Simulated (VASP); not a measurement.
# BP in VASP: notebook

BP is run at these levels: PBE; tasks: single point.

All numbers are computed with VASP 6.6.1; they aren't measurements. Logs are shortened: lines on timing, memory, paths and dates and some standing lists are left out, and cuts for length are marked.

## (1) The cell of the first run

Symmetry: F-43m, No. 216, cubic system. The conventional cell has a = 4.901 Å, b = 4.901 Å, c = 4.901 Å, α = 90.00°, β = 90.00°, γ = 90.00°. B (site symmetry -43m) has 4 P at 2.12 Å within 2.8 Å. P (site symmetry -43m) has 4 B at 2.12 Å within 2.8 Å.

## (2) Single point, PBE (strain +0.080 along x and y, +0.080 along z)

Contents of INCAR:

```
ALGO = Normal
EDIFF = 1E-6
ENCUT = 520
GGA = PE
ISIF = 2
ISMEAR = 0
LASPH = T
LCHARG = T
LELF = T
LREAL = F
LVHAR = T
LWAVE = F
NBANDS = 11
NELM = 60
PREC = Accurate
SIGMA = 0.05
```

Contents of KPOINTS:

```
k-points
0
Gamma
  10 10 10
```

Contents of POSCAR:

```
BP
1.0
    0.0000000000      2.4505200000      2.4505200000
    2.4505200000      0.0000000000      2.4505200000
    2.4505200000      2.4505200000      0.0000000000
B P
1 1
Direct
    0.0000000000      0.0000000000      0.0000000000
    0.7500000000      0.7500000000      0.7500000000
```

Potentials or basis: VASP PAW PBE potentials, release 64 (B, P).

The run is started by

```sh
$ cat potpaw_PBE.64/B/POTCAR potpaw_PBE.64/P/POTCAR > POTCAR
$ mpirun -np 1 vasp_std > vasp.out
```

OUTCAR:

```text
EDIFF = 1E-6
   ENCUT = 520
   GGA = PE
   ISIF = 2
   ISMEAR = 0
   LASPH = T
   LREAL = F
   NELM = 60
   PREC = Accurate

 ion  position               nearest neighbor table
   1  0.000  0.000  0.000-   2 2.12   2 2.12   2 2.12   2 2.12
   2  0.750  0.750  0.750-   1 2.12   1 2.12   1 2.12   1 2.12

  LATTYP: Found a face centered cubic cell.
 ALAT       =     4.9010400000

  Lattice vectors:

 A1 = (   0.0000000000,   2.4505200000,   2.4505200000)
 A2 = (   2.4505200000,   0.0000000000,   2.4505200000)
 A3 = (   2.4505200000,   2.4505200000,   0.0000000000)

Analysis of symmetry for initial positions (statically):
=====================================================================
 Subroutine PRICEL returns:
 Original cell was already a primitive cell.

 Routine SETGRP: Setting up the symmetry group for a
 face centered cubic supercell.

 Subroutine GETGRP returns: Found 24 space group operations
 (whereof 24 operations were pure point group operations)
 out of a pool of 48 trial point group operations.

The static configuration has the point symmetry T_d .

Analysis of symmetry for dynamics (positions and initial velocities):
=====================================================================
 Subroutine PRICEL returns:
 Original cell was already a primitive cell.

 Routine SETGRP: Setting up the symmetry group for a
 face centered cubic supercell.

 Subroutine GETGRP returns: Found 24 space group operations
 (whereof 24 operations were pure point group operations)
 out of a pool of 48 trial point group operations.

The dynamic configuration has the point symmetry T_d .

 Subroutine INISYM returns: Found 24 space group operations
 (whereof 24 operations are pure point group operations),
 and found     1 'primitive' translations

----------------------------------------------------------------------------------------

                                     Primitive cell

  volume of cell :      29.4310

  direct lattice vectors                    reciprocal lattice vectors
     0.000000000  2.450520000  2.450520000    -0.204038327  0.204038327  0.204038327
     2.450520000  0.000000000  2.450520000     0.204038327 -0.204038327  0.204038327
     2.450520000  2.450520000  0.000000000     0.204038327  0.204038327 -0.204038327

  length of vectors
     3.465558619  3.465558619  3.465558619     0.353404748  0.353404748  0.353404748

  position of ions in fractional coordinates (direct lattice)
     0.000000000  0.000000000  0.000000000
     0.750000000  0.750000000  0.750000000

  ion indices of the primitive-cell ions
   primitive index   ion index
                 1           1
                 2           2

----------------------------------------------------------------------------------------

 KPOINTS: k-points

Automatic generation of k-mesh.
 Grid dimensions read from file:
 generate k-points for:   10   10   10

 Generating k-lattice:

  Cartesian coordinates                     Fractional coordinates (reciprocal lattice)
    -0.020403833  0.020403833  0.020403833     0.100000000  0.000000000  0.000000000
     0.020403833 -0.020403833  0.020403833     0.000000000  0.100000000  0.000000000
     0.020403833  0.020403833 -0.020403833     0.000000000  0.000000000  0.100000000

  Length of vectors
     0.035340475  0.035340475  0.035340475

  Shift w.r.t. Gamma in fractional coordinates (k-lattice)
     0.000000000  0.000000000  0.000000000

 Subroutine IBZKPT returns following result:
 ===========================================

 Found     47 irreducible k-points:

 Following reciprocal coordinates:
            Coordinates               Weight
  0.000000  0.000000  0.000000      1.000000
  0.100000  0.000000  0.000000      8.000000
  0.200000  0.000000  0.000000      8.000000
  0.300000  0.000000  0.000000      8.000000
  0.400000  0.000000  0.000000      8.000000
  0.500000  0.000000  0.000000      4.000000
[... 16 lines left out ...]
  0.300000  0.300000  0.000000      6.000000
  0.400000  0.300000  0.000000     24.000000
 [... further k-points ...]
   k-points           NKPTS =     47   k-points in BZ     NKDIM =     47   number of bands    NBANDS=     11
   number of dos      NEDOS =    301   number of ions     NIONS =      2
   total plane-waves  NPLWV =  21952
   dimension x,y,z NGX =    28 NGY =   28 NGZ =   28
   dimension x,y,z NGXF=    56 NGYF=   56 NGZF=   56
   ions per type =               1   1
   NGX,Y,Z   is equivalent  to a cutoff of  13.43, 13.43, 13.43 a.u.
   NGXF,Y,Z  is equivalent  to a cutoff of  26.86, 26.86, 26.86 a.u.
 SYSTEM =  unknown system
   PREC   = accura    normal or accurate (medium, high low for compatibility)
   ISTART =      0    job   : 0-new  1-cont  2-samecut
   ICHARG =      2    charge: 1-file 2-atom 10-const
   ISPIN  =      1    spin polarized calculation?
   LNONCOLLINEAR =      F non collinear calculations
   LSORBIT =      F    spin-orbit coupling
   LASPH  =      T    aspherical Exc in radial PAW
   ENCUT  =  520.0 eV  38.22 Ry    6.18 a.u.   6.44  6.44  6.44*2*pi/ulx,y,z
   NELM   =     60;   NELMIN=  2; NELMDL= -5     # of ELM steps
   EDIFF  = 0.1E-05   stopping-criterion for ELM
   LREAL  =      F    real-space projection
   EDIFFG = 0.1E-04   stopping-criterion for IOM
   NSW    =      0    number of steps for IOM
   IBRION =     -1    ionic relax: 0-MD 1-quasi-New 2-CG
   NFREE  =      0    steps in history (QN), initial steepest desc. (CG)
   ISIF   =      2    stress and relaxation
   ISYM   =      2    0-nonsym 1-usesym 2-fastsym
   POTIM  = 0.5000    time-step for ionic-motion
   TEBEG  =    0.0;   TEEND  =   0.0 temperature during run
   PSTRESS=    0.0 pullay stress
   NELECT =       8.0000    total number of electrons
   NUPDOWN=      -1.0000    fix difference up-down
   EMIN   =  10.00;   EMAX   =-10.00  energy-range for DOS
   EFERMI =   0.00;   METHOD = LEGACY
   ISMEAR =     0;   SIGMA  =   0.05  broadening in eV -4-tet -1-fermi 0-gaus
   EFERMI_NEDOS =   21; number of points for ismear=-14 and -15
   IALGO  =     38    algorithm
   IMIX   =      4    mixing-type and parameters
     AMIX     =   0.40;   BMIX     =  1.00
     AMIX_MAG =   1.60;   BMIX_MAG =  1.00
  volume/ion in A,a.u.               =      14.72        99.31
  Fermi-wavevector in a.u.,A,eV,Ry     =   1.060482  2.004020 15.301408  1.124622
  Thomas-Fermi vector in A             =   2.195864
   LORBIT       =      0    0 simple, 1 ext, 2 COOP (PROOUT), +10 PAW based schemes
   GGA     = PE    functional components
   LHFCALC =     F    Hartree Fock is set to
   AEXX    =    0.0000 exact exchange contribution
   IVDW    =     0    specifies the selected vdW correction
   LEPSILON=     F    determine dielectric tensor
   LRPA    =     F    only Hartree local field effects (RPA)
 non-spin polarized calculation
 Gauss-broadening in eV      SIGMA  =   0.05
  energy-cutoff  :      520.00
  volume of cell :       29.43
 maximum number of plane-waves:       821
 NGX is ok and might be reduce to    28
   NGX = 13   NGY = 13   NGZ = 13

 number of electron       8.0000000 magnetization

 Free energy of the ion-electron system (eV)
  ---------------------------------------------------
  ext. energy  EPLUGINS =         0.00000000
  ---------------------------------------------------
  free energy    TOTEN  =       -12.40887991 eV

  energy without entropy =      -12.40887991  energy(sigma->0) =      -12.40887991

 E-fermi :   5.2080     XC(G=0):  -9.9369

 val. band max:        4.9129201502   @ k =   0.0000   0.0000   0.0000
 cond. band min:       6.4308903081   @ k =   0.4000   0.4000   0.0000
 fundamental gap:      1.5179701579
 Fermi energy:         5.2079620294

 k-point     1 :       0.0000    0.0000    0.0000
  band No.  band energies     occupation
      1      -8.6388      2.00000
      2       4.9129      2.00000
      3       4.9129      2.00000
      4       4.9129      2.00000
      5       8.0522      0.00000
      6       8.0522      0.00000
      7       8.0522      0.00000
      8       9.0653      0.00000
      9      15.0670      0.00000
     10      16.4443      0.00000
     11      16.4443      0.00000

 k-point     2 :       0.1000    0.0000    0.0000
  band No.  band energies     occupation
      1      -8.4917      2.00000
      2       3.7396      2.00000
      3       4.6809      2.00000
      4       4.6809      2.00000
      5       8.1710      0.00000
      6       8.3755      0.00000
      7       8.3755      0.00000
      8       9.8923      0.00000
      9      15.5326      0.00000
     10      15.8932      0.00000
     11      15.8932      0.00000

 k-point     3 :       0.2000    0.0000    0.0000
  band No.  band energies     occupation
      1      -8.0593      2.00000
      2       1.7185      2.00000
      3       4.2238      2.00000
      4       4.2238      2.00000
      5       7.9522      0.00000
      6       8.9919      0.00000
      7       8.9919      0.00000
      8      11.5697      0.00000
      9      15.3766      0.00000
     10      15.3766      0.00000
     11      16.3383      0.00000

 k-point     4 :       0.3000    0.0000    0.0000
  band No.  band energies     occupation
      1      -7.3786      2.00000
      2      -0.2562      2.00000
      3       3.8110      2.00000
      4       3.8110      2.00000
      5       7.6772      0.00000
      6       9.3889      0.00000
      7       9.3889      0.00000
      8      13.1047      0.00000
      9      15.7377      0.00000
     10      15.7377      0.00000
     11      16.4734      0.00000

 k-point     5 :       0.4000    0.0000    0.0000
  band No.  band energies     occupation
      1      -6.5773      2.00000
      2      -1.8725      2.00000
      3       3.5442      2.00000
      4       3.5442      2.00000
      5       7.4851      0.00000
      6       9.4664      0.00000
      7       9.4664      0.00000
      8      13.9898      0.00000
      9      16.9659      0.00000
     10      16.9976      0.00000
     11      16.9976      0.00000
[... 211 lines left out ...]
 k-point    21 :      -0.3000    0.2000    0.0000
  band No.  band energies     occupation
      1      -6.3812      2.00000
      2      -1.1685      2.00000
      3       1.1068      2.00000
      4       3.3464      2.00000
      5       8.3969      0.00000
      6      10.4058      0.00000
      7      10.7369      0.00000
      8      12.6707      0.00000
      9      14.8988      0.00000
     10      16.1513      0.00000
     11      19.3925      0.00000

 k-point    22 :      -0.2000    0.2000    0.0000
  band No.  band energies     occupation
      1      -7.1435      2.00000
      2       0.1661      2.00000
      3       1.6030      2.00000
      4       3.8791      2.00000
      5       8.6907      0.00000
      6       9.6716      0.00000
      7      10.3712      0.00000
      8      11.7742      0.00000
      9      14.2599      0.00000
     10      16.9956      0.00000
     11      18.1351      0.00000

 k-point    23 :       0.3000    0.3000    0.0000
  band No.  band energies     occupation
      1      -6.9304      2.00000
      2       0.3084      2.00000
      3       2.3428      2.00000
      4       2.3428      2.00000
      5       6.6108      0.00000
      6       8.7537      0.00000
      7      12.4361      0.00000
      8      12.4361      0.00000
      9      15.3543      0.00000
     10      18.3521      0.00000
     11      18.9446      0.00000

 k-point    24 :       0.4000    0.3000    0.0000
  band No.  band energies     occupation
      1      -6.2878      2.00000
      2      -0.7593      2.00000
      3       1.6895      2.00000
      4       2.0966      2.00000
      5       6.8768      0.00000
      6       8.4987      0.00000
      7      12.8351      0.00000
      8      13.0135      0.00000
      9      16.4505      0.00000
     10      18.9860      0.00000
     11      19.1300      0.00000

 [... further k-points ...]

------------------------ aborting loop because EDIFF is reached ----------------------------------------

  FORCE on cell =-STRESS in cart. coord.  units (eV):
  Direction    XX          YY          ZZ          XY          YZ          ZX
  --------------------------------------------------------------------------------------
  -------------------------------------------------------------------------------------
  Total       -4.3129283     -4.3129283     -4.3129283      0.0000000     -0.0000000      0.0000000
  in kB     -234.7891759   -234.7891759   -234.7891759      0.0000000     -0.0000000      0.0000000
  external PRESSURE =    -234.7891759 kB  Pullay stress =       0.0000000 kB

 VOLUME and BASIS-vectors are now :
 -----------------------------------------------------------------------------
  energy-cutoff  :      520.00
  volume of cell :       29.43
      direct lattice vectors                 reciprocal lattice vectors
     0.000000000  2.450520000  2.450520000    -0.204038327  0.204038327  0.204038327
     2.450520000  0.000000000  2.450520000     0.204038327 -0.204038327  0.204038327
     2.450520000  2.450520000  0.000000000     0.204038327  0.204038327 -0.204038327

 POSITION                                       TOTAL-FORCE (eV/Angst)
 -----------------------------------------------------------------------------------
      0.00000      0.00000      0.00000         0.000000     -0.000000      0.000000
      3.67578      3.67578      3.67578        -0.000000      0.000000     -0.000000
 -----------------------------------------------------------------------------------
    total drift:                               -0.000000     -0.000000     -0.000000

  FREE ENERGIE OF THE ION-ELECTRON SYSTEM (eV)
  ---------------------------------------------------
  free  energy   TOTEN  =       -12.4088799092 eV

  energy  without entropy=      -12.4088799092  energy(sigma->0) =      -12.40887991
```

Run time: 20 s. Hardware: 1 thread of Intel Xeon Platinum 8259CL at 2.50GHz (Skylake/Cascade Lake), shared host; peak memory 0.15 GiB.

Results:

```
Free energy            : -12.4089 eV
Pressure               : -23.5 GPa
Band gap on the k mesh : 1.52 eV, indirect (least direct gap 3.14 eV)
```

Caveat: the cell differs from its parent crystal (strain +0.080 along x and y, +0.080 along z). A k mesh can miss the band edges.

## (3) Single point, PBE (strain -0.080 along x and y, -0.040 along z)

Contents of INCAR:

```
SYSTEM = BP
PREC = Accurate
ENCUT = 520
EDIFF = 1E-6
ISMEAR = 0
SIGMA = 0.05
LREAL = .FALSE.
LASPH = .TRUE.
NELM = 100
ALGO = Normal
ISIF = 2
LWAVE = .FALSE.
LCHARG = .FALSE.
GGA = PE
NBANDS = 11
```

Contents of KPOINTS:

```
Automatic mesh
0
G
  10 10 10
  0 0 0
```

Contents of POSCAR:

```
BP
1.0
    0.0000000000      2.0874800000      2.1782400000
    2.0874800000      0.0000000000      2.1782400000
    2.0874800000      2.0874800000      0.0000000000
B P
1 1
Direct
    0.0000000000      0.0000000000      0.0000000000
    0.7500000000      0.7500000000      0.7500000000
```

Potentials or basis: VASP PAW PBE potentials, release 64 (B, P).

The run is started by

```sh
$ cat potpaw_PBE.64/B/POTCAR potpaw_PBE.64/P/POTCAR > POTCAR
$ mpirun -np 1 vasp_std > vasp.out
```

It took 16 s on 1 thread of Intel Xeon Platinum 8259CL at 2.50GHz (Skylake/Cascade Lake), shared host; peak memory 0.14 GiB.

Results (log left out):

```
Free energy            : -12.2952 eV
Pressure               : 51.2 GPa
Band gap on the k mesh : 0.56 eV, indirect (least direct gap 3.60 eV)
```

Stress tensor (GPa, compression positive):
```
55.83  0.00  0.00
 0.00 55.83  0.00
 0.00  0.00 41.95
```

Levels at points of the mesh, in eV from the valence-band top:
```tsv
k point	band 1	band 2	band 3	band 4	band 5	band 6	band 7	band 8
(0.00, 0.00, 0.00)	-17.58	-0.48	0.00	0.00	3.60	3.60	3.81	10.47
(0.50, 0.00, 0.00)	-13.39	-10.78	-2.48	-1.80	4.05	4.99	5.31	10.72
(0.50, 0.50, 0.00)	-11.94	-10.16	-4.67	-4.67	1.06	1.82	14.05	14.05
(0.50, 0.00, 0.50)	-11.39	-9.70	-5.26	-5.15	0.56	1.10	13.22	14.58
```

Caveat: the cell differs from its parent crystal (strain -0.080 along x and y, -0.040 along z). A k mesh can miss the band edges.

## (4) Single point, PBE (strain -0.040 along x and y, +0.000 along z)

Contents of INCAR:

```
PREC = Accurate ; ENCUT = 520
EDIFF = 1E-6 ; ISMEAR = 0
SIGMA = 0.05 ; LREAL = False
LASPH = True ; NELM = 100
ALGO = Normal ; ISIF = 2
LWAVE = False ; LCHARG = False
GGA = PE ; NBANDS = 11
```

Contents of KPOINTS:

```
regular mesh
0
Gamma
  10 10 10
```

Contents of POSCAR:

```
BP
1.0
    0.0000000000      2.1782400000      2.2690000000
    2.1782400000      0.0000000000      2.2690000000
    2.1782400000      2.1782400000      0.0000000000
B P
1 1
Direct
    0.0000000000      0.0000000000      0.0000000000
    0.7500000000      0.7500000000      0.7500000000
```

The run is started by

```sh
$ cat potpaw_PBE.64/B/POTCAR potpaw_PBE.64/P/POTCAR > POTCAR
$ mpirun -np 1 vasp_std > vasp.out
```

It used 13 s of CPU time on 1 thread of Intel(R) Xeon(R) Platinum 8259CL CPU @ 2.50GHz (Skylake/Cascade Lake), with other jobs on the host.

It converged, with:

| Item | Value |
| --- | --- |
| Free energy | -12.8129 eV |
| Pressure | 16.6 GPa |
| Band gap on the k mesh | 0.81 eV, indirect (least direct gap 3.33 eV) |

Stress tensor (GPa, compression positive):
```
20.68  0.00  0.00
 0.00 20.68  0.00
 0.00  0.00  8.36
```

Levels at points of the mesh, in eV from the valence-band top:
```tsv
k point	band 1	band 2	band 3	band 4	band 5	band 6	band 7	band 8	band 9
(0.00, 0.00, 0.00)	-16.35	-0.44	0.00	0.00	3.33	3.33	3.54	8.47	11.60
(0.50, 0.00, 0.00)	-12.70	-9.78	-2.29	-1.71	3.74	4.79	4.85	10.28	14.76
(0.50, 0.50, 0.00)	-11.35	-9.42	-4.25	-4.25	1.33	1.86	12.78	12.78	15.75
(0.50, 0.00, 0.50)	-10.91	-9.02	-4.75	-4.66	0.87	1.24	12.17	13.19	15.88
```

Caveat: the cell differs from its parent crystal (strain -0.040 along x and y, +0.000 along z).

## (5) Summary

| cell | gap on the mesh (eV) | pressure (GPa) |
| --- | --- | --- |
| a = 3.466 Å, angles 60.0°, 2 atoms | 1.52 | -23.5 |
| a = 3.017, b = 3.017, c = 2.952 Å, angles 60.7, 60.7, 58.6°, 2 atoms | 0.56 | 51.2 |
| a = 3.145, b = 3.145, c = 3.080 Å, angles 60.7, 60.7, 58.6°, 2 atoms | 0.81 | 16.6 |

Alike in all rows: task single point; level PBE; potentials or basis VASP PAW PBE potentials, release 64 (B, P); no spin polarisation; k mesh 10 × 10 × 10; cutoff (eV) 520; smearing gaussian 0.05 eV.

Absolute energies hang on the potentials; compare differences alone.
